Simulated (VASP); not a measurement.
# NaCaI3 (Pm-3m) in VASP: further runs

The runs below take NaCaI3 through single point, relaxation of cell and atoms, with r2SCAN+rVV10.

All numbers are computed with VASP 6.6.1; they aren't measurements. Logs are shortened: lines on timing, memory, paths and dates and some standing lists are left out, and cuts for length are marked.

**1. The cell of the first run**

It takes space group Pm-3m (No. 221, cubic). The conventional cell has a = 6.075 Å, b = 6.075 Å, c = 6.075 Å, α = 90.00°, β = 90.00°, γ = 90.00°. Within 5.6 Å of Na (site symmetry m-3m) lie 12 I at 4.30 Å and 8 Ca at 5.26 Å. Within 4.0 Å of Ca (site symmetry m-3m) lie 6 I at 3.04 Å. I (site symmetry 4/mmm) has 2 Ca at 3.04 Å within 4.0 Å.

**2. Single point, r2SCAN+rVV10**

POSCAR reads:

```
NaCaI3
1.0
    6.0747887778      0.0000000000      0.0000000000
    0.0000000000      6.0747887778      0.0000000000
    0.0000000000      0.0000000000      6.0747887778
Na Ca I
1 1 3
Direct
    0.0000000000      0.0000000000      0.0000000000
    0.5000000000      0.5000000000      0.5000000000
    0.5000000000      0.5000000000      0.0000000000
    0.5000000000      0.0000000000      0.5000000000
    0.0000000000      0.5000000000      0.5000000000
```

INCAR.step1 reads:

```
  PREC = Accurate
  ENCUT = 520
  ISMEAR = -1
  SIGMA = 0.03
  LREAL = F
  LASPH = T
  NELM = 100
  NBANDS = 27
  GGA = PE
  ALGO = Normal
  EDIFF = 1E-4
  LWAVE = T
  LCHARG = F
```

INCAR.step2 reads:

```
  PREC = Accurate
  ENCUT = 520
  EDIFF = 1E-7
  ISMEAR = -1
  SIGMA = 0.03
  LREAL = F
  LASPH = T
  NELM = 100
  ALGO = Normal
  ISIF = 2
  LWAVE = F
  LCHARG = F
  METAGGA = R2SCAN
  LMIXTAU = T
  LUSE_VDW = T
  IVDW_NL = 2
  BPARAM = 11.95
  CPARAM = 0.0093
  NBANDS = 27
  ISTART = 1
```

KPOINTS reads:

```
regular mesh
0
Gamma
  4 4 4
```

Potentials or basis: VASP PAW PBE potentials, release 64 (Na_pv, Ca_sv, I).

The run is started by

```bash
$ cat potpaw_PBE.64/Na_pv/POTCAR potpaw_PBE.64/Ca_sv/POTCAR potpaw_PBE.64/I/POTCAR > POTCAR
$ cp INCAR.step1 INCAR
$ mpirun -np 1 vasp_std > vasp.out
$ cp INCAR.step2 INCAR
$ mpirun -np 1 vasp_std > vasp.out
```

OUTCAR:

```text
PREC = Accurate
   ENCUT = 520
   EDIFF = 1E-7
   ISMEAR = -1
   LREAL = F
   LASPH = T
   NELM = 100
   ISIF = 2
   METAGGA = R2SCAN
   IVDW_NL = 2
   BPARAM = 11.95
   ISTART = 1

 ion  position               nearest neighbor table
   1  0.000  0.000  0.000-
   2  0.500  0.500  0.500-   3 3.04   4 3.04   5 3.04   3 3.04   4 3.04   5 3.04
   3  0.500  0.500  0.000-   2 3.04   2 3.04
   4  0.500  0.000  0.500-   2 3.04   2 3.04
   5  0.000  0.500  0.500-   2 3.04   2 3.04

  LATTYP: Found a simple cubic cell.
 ALAT       =     6.0747887778

  Lattice vectors:

 A1 = (   6.0747887778,   0.0000000000,   0.0000000000)
 A2 = (   0.0000000000,   6.0747887778,   0.0000000000)
 A3 = (   0.0000000000,   0.0000000000,   6.0747887778)

Analysis of symmetry for initial positions (statically):
=====================================================================
 Subroutine PRICEL returns:
 Original cell was already a primitive cell.

 Routine SETGRP: Setting up the symmetry group for a
 simple cubic supercell.

 Subroutine GETGRP returns: Found 48 space group operations
 (whereof 48 operations were pure point group operations)
 out of a pool of 48 trial point group operations.

The static configuration has the point symmetry O_h .

Analysis of symmetry for dynamics (positions and initial velocities):
=====================================================================
 Subroutine PRICEL returns:
 Original cell was already a primitive cell.

 Routine SETGRP: Setting up the symmetry group for a
 simple cubic supercell.

 Subroutine GETGRP returns: Found 48 space group operations
 (whereof 48 operations were pure point group operations)
 out of a pool of 48 trial point group operations.

The dynamic configuration has the point symmetry O_h .

 Subroutine INISYM returns: Found 48 space group operations
 (whereof 48 operations are pure point group operations),
 and found     1 'primitive' translations

----------------------------------------------------------------------------------------

                                     Primitive cell

  volume of cell :     224.1783

  direct lattice vectors                    reciprocal lattice vectors
     6.074788778  0.000000000  0.000000000     0.164614777  0.000000000  0.000000000
     0.000000000  6.074788778  0.000000000     0.000000000  0.164614777  0.000000000
     0.000000000  0.000000000  6.074788778     0.000000000  0.000000000  0.164614777

  length of vectors
     6.074788778  6.074788778  6.074788778     0.164614777  0.164614777  0.164614777

  position of ions in fractional coordinates (direct lattice)
     0.000000000  0.000000000  0.000000000
     0.500000000  0.500000000  0.500000000
     0.500000000  0.500000000  0.000000000
     0.500000000  0.000000000  0.500000000
     0.000000000  0.500000000  0.500000000

  ion indices of the primitive-cell ions
   primitive index   ion index
                 1           1
                 2           2
                 3           3
                 4           4
                 5           5

----------------------------------------------------------------------------------------

 KPOINTS: regular mesh

Automatic generation of k-mesh.
 Grid dimensions read from file:
 generate k-points for:    4    4    4

 Generating k-lattice:

  Cartesian coordinates                     Fractional coordinates (reciprocal lattice)
     0.041153694  0.000000000  0.000000000     0.250000000  0.000000000  0.000000000
     0.000000000  0.041153694  0.000000000     0.000000000  0.250000000  0.000000000
     0.000000000  0.000000000  0.041153694     0.000000000  0.000000000  0.250000000

  Length of vectors
     0.041153694  0.041153694  0.041153694

  Shift w.r.t. Gamma in fractional coordinates (k-lattice)
     0.000000000  0.000000000  0.000000000

 Subroutine IBZKPT returns following result:
 ===========================================

 Found     10 irreducible k-points:

 Following reciprocal coordinates:
            Coordinates               Weight
  0.000000  0.000000  0.000000      1.000000
  0.250000  0.000000  0.000000      6.000000
  0.500000  0.000000  0.000000      3.000000
  0.250000  0.250000  0.000000     12.000000
  0.500000  0.250000  0.000000     12.000000
  0.500000  0.500000  0.000000      3.000000
  0.250000  0.250000  0.250000      8.000000
  0.500000  0.250000  0.250000     12.000000
  0.500000  0.500000  0.250000      6.000000
  0.500000  0.500000  0.500000      1.000000
   k-points           NKPTS =     10   k-points in BZ     NKDIM =     10   number of bands    NBANDS=     27
   number of dos      NEDOS =    301   number of ions     NIONS =      5
   total plane-waves  NPLWV = 110592
   dimension x,y,z NGX =    48 NGY =   48 NGZ =   48
   dimension x,y,z NGXF=    96 NGYF=   96 NGZF=   96
   ions per type =               1   1   3
   NGX,Y,Z   is equivalent  to a cutoff of  13.14, 13.14, 13.14 a.u.
   NGXF,Y,Z  is equivalent  to a cutoff of  26.27, 26.27, 26.27 a.u.
 SYSTEM =  unknown system
   PREC   = accura    normal or accurate (medium, high low for compatibility)
   ISTART =      1    job   : 0-new  1-cont  2-samecut
   ICHARG =      0    charge: 1-file 2-atom 10-const
   ISPIN  =      1    spin polarized calculation?
   LNONCOLLINEAR =      F non collinear calculations
   LSORBIT =      F    spin-orbit coupling
   LASPH  =      T    aspherical Exc in radial PAW
   ENCUT  =  520.0 eV  38.22 Ry    6.18 a.u.  11.30 11.30 11.30*2*pi/ulx,y,z
   NELM   =    100;   NELMIN=  2; NELMDL=  0     # of ELM steps
   EDIFF  = 0.1E-06   stopping-criterion for ELM
   LREAL  =      F    real-space projection
   EDIFFG = 0.1E-05   stopping-criterion for IOM
   NSW    =      0    number of steps for IOM
   IBRION =     -1    ionic relax: 0-MD 1-quasi-New 2-CG
   NFREE  =      0    steps in history (QN), initial steepest desc. (CG)
   ISIF   =      2    stress and relaxation
   ISYM   =      2    0-nonsym 1-usesym 2-fastsym
   POTIM  = 0.5000    time-step for ionic-motion
   TEBEG  =    0.0;   TEEND  =   0.0 temperature during run
   PSTRESS=    0.0 pullay stress
   NELECT =      38.0000    total number of electrons
   NUPDOWN=      -1.0000    fix difference up-down
   EMIN   =  10.00;   EMAX   =-10.00  energy-range for DOS
   EFERMI =   0.00;   METHOD = LEGACY
   ISMEAR =    -1;   SIGMA  =   0.03  broadening in eV -4-tet -1-fermi 0-gaus
   EFERMI_NEDOS =   21; number of points for ismear=-14 and -15
   IALGO  =     38    algorithm
   IMIX   =      4    mixing-type and parameters
     AMIX     =   0.40;   BMIX     =  1.00
     AMIX_MAG =   1.60;   BMIX_MAG =  1.00
  volume/ion in A,a.u.               =      44.84       302.57
  Fermi-wavevector in a.u.,A,eV,Ry     =   0.906021  1.712131 11.168665  0.820874
  Thomas-Fermi vector in A             =   2.029659
   LORBIT       =      0    0 simple, 1 ext, 2 COOP (PROOUT), +10 PAW based schemes
   METAGGA = R2SCAN    functional components
   LHFCALC =     F    Hartree Fock is set to
   AEXX    =    0.0000 exact exchange contribution
   IVDW_NL    =     2    kernel type
   BPARAM     =11.9500
   IVDW    =     0    specifies the selected vdW correction
   LEPSILON=     F    determine dielectric tensor
   LRPA    =     F    only Hartree local field effects (RPA)
 non-spin polarized calculation
  energy-cutoff  :      520.00
  volume of cell :      224.18
 maximum number of plane-waves:      6088
 NGX is ok and might be reduce to    48
   NGX = 23   NGY = 23   NGZ = 23

 number of electron      37.9999986 magnetization

 Free energy of the ion-electron system (eV)
  ---------------------------------------------------
  ext. energy  EPLUGINS =         0.00000000
  ---------------------------------------------------
  free energy    TOTEN  =       -90.36050689 eV

  energy without entropy =      -90.36050689  energy(sigma->0) =      -90.36050689

 E-fermi :   1.0716     XC(G=0):  -7.4167

 val. band max:        0.3419814331   @ k =   0.5000   0.5000   0.5000
 cond. band min:       3.2692793297   @ k =   0.0000   0.0000   0.0000
 fundamental gap:      2.9272978966
 Fermi energy:         1.0715982322

 k-point     1 :       0.0000    0.0000    0.0000
  band No.  band energies     occupation
      1     -41.0349      2.00000
      2     -24.9909      2.00000
      3     -24.9909      2.00000
      4     -24.9909      2.00000
      5     -21.1942      2.00000
      6     -21.1942      2.00000
[... 19 lines left out ...]
     26       5.8385      0.00000
     27       6.4445      0.00000

 k-point     2 :       0.2500    0.0000    0.0000
  band No.  band energies     occupation
      1     -41.0349      2.00000
      2     -24.9909      2.00000
      3     -24.9909      2.00000
      4     -24.9909      2.00000
      5     -21.1968      2.00000
      6     -21.1941      2.00000
[... 19 lines left out ...]
     26       6.1010      0.00000
     27       6.9390      0.00000

 k-point     3 :       0.5000    0.0000    0.0000
  band No.  band energies     occupation
      1     -41.0349      2.00000
      2     -24.9910      2.00000
      3     -24.9909      2.00000
      4     -24.9909      2.00000
      5     -21.1995      2.00000
      6     -21.1940      2.00000
[... 19 lines left out ...]
     26       5.8521      0.00000
     27       7.1726      0.00000

 k-point     4 :       0.2500    0.2500    0.0000
  band No.  band energies     occupation
      1     -41.0349      2.00000
      2     -24.9909      2.00000
      3     -24.9909      2.00000
      4     -24.9909      2.00000
      5     -21.1967      2.00000
      6     -21.1967      2.00000
[... 19 lines left out ...]
     26       6.4259      0.00000
     27       6.7243      0.00000
[... 96 lines left out ...]
      4     -24.9909      2.00000
      5     -21.1993      2.00000
      6     -21.1966      2.00000
[... 19 lines left out ...]
     26       6.7056      0.00000
     27       6.7152      0.00000

 k-point     9 :       0.5000    0.5000    0.2500
  band No.  band energies     occupation
      1     -41.0350      2.00000
      2     -24.9910      2.00000
      3     -24.9910      2.00000
      4     -24.9909      2.00000
      5     -21.1992      2.00000
      6     -21.1992      2.00000
[... 19 lines left out ...]
     26       6.9728      0.00000
     27       7.1825      0.00000

 k-point    10 :       0.5000    0.5000    0.5000
  band No.  band energies     occupation
      1     -41.0350      2.00000
      2     -24.9910      2.00000
      3     -24.9910      2.00000
      4     -24.9910      2.00000
      5     -21.1991      2.00000
      6     -21.1991      2.00000
[... 19 lines left out ...]
     26       6.5919      0.00000
     27       7.9576      0.00000

------------------------ aborting loop because EDIFF is reached ----------------------------------------

  FORCE on cell =-STRESS in cart. coord.  units (eV):
  Direction    XX          YY          ZZ          XY          YZ          ZX
  --------------------------------------------------------------------------------------
  -------------------------------------------------------------------------------------
  Total        0.1415754      0.1415754      0.1415754      0.0000000      0.0000000      0.0000000
  in kB        1.0118233      1.0118233      1.0118233      0.0000000      0.0000000      0.0000000
  external PRESSURE =       1.0118233 kB  Pullay stress =       0.0000000 kB

 VOLUME and BASIS-vectors are now :
 -----------------------------------------------------------------------------
  energy-cutoff  :      520.00
  volume of cell :      224.18
      direct lattice vectors                 reciprocal lattice vectors
     6.074788778  0.000000000  0.000000000     0.164614777  0.000000000  0.000000000
     0.000000000  6.074788778  0.000000000     0.000000000  0.164614777  0.000000000
     0.000000000  0.000000000  6.074788778     0.000000000  0.000000000  0.164614777

 POSITION                                       TOTAL-FORCE (eV/Angst)
 -----------------------------------------------------------------------------------
      0.00000      0.00000      0.00000         0.000000      0.000000      0.000000
      3.03739      3.03739      3.03739         0.000000      0.000000      0.000000
      3.03739      3.03739      0.00000         0.000000      0.000000      0.000000
      3.03739      0.00000      3.03739         0.000000      0.000000      0.000000
      0.00000      3.03739      3.03739         0.000000      0.000000      0.000000
 -----------------------------------------------------------------------------------
    total drift:                                0.000000     -0.000000     -0.000000

  FREE ENERGIE OF THE ION-ELECTRON SYSTEM (eV)
  ---------------------------------------------------
  free  energy   TOTEN  =       -90.3605068884 eV

  energy  without entropy=      -90.3605068883  energy(sigma->0) =      -90.36050689
```

Wall time 15 min (1 thread of AMD EPYC 7R13, shared host); peak memory 0.78 GiB.

What came out:

```
Free energy            : -90.3605 eV
Pressure               : 0.1 GPa
Band gap on the k mesh : 2.93 eV (least direct gap 3.29 eV)
```

Caveat: the PAW data sets were made with another functional, which shifts forces and pressure a little; spin-orbit coupling is left out, which moves the levels of the heavy elements.

[end of part 1 of 2]
